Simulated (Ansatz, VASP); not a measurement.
# One calculation of Ru, two programs

```
Ru
1.0
     2.67753    0.00000    0.00000
    -1.33877    2.31881    0.00000
     0.00000    0.00000    4.21813
Ru
2
Direct
  0.33333 0.66667 0.25000
  0.66667 0.33333 0.75000
```

Alike in both runs: task single point; functional LDA; k mesh 13 × 13 × 8; occupations gaussian, width 1 eV; no spin polarisation.

|  | VASP | Ansatz |
| --- | --- | --- |
| version | VASP 6.6.1 | Ansatz 0.2.0 |
| potentials or method | VASP PAW LDA potentials, release 64 (Ru_sv), cutoff 560 eV | plane waves (420 eV) with PAW, scalar-relativistic |
| valence electrons in the cell | 32 | 32 |

Ansatz gave:

| Item | Value |
| --- | --- |
| pressure (GPa) | 4.2 |
| traceless stress, the component that is largest in VASP (GPa) | 1.86 |

Problem. Which values does VASP return?

Solution. Pressure (GPa): 4.7; traceless stress, the component that is largest in VASP (GPa): 1.87.

Ansatz warns that its potentials were made for another functional, while VASP's fit it. LDA's correlation is that of Perdew and Zunger in VASP and of Perdew and Wang (1992) in Ansatz.
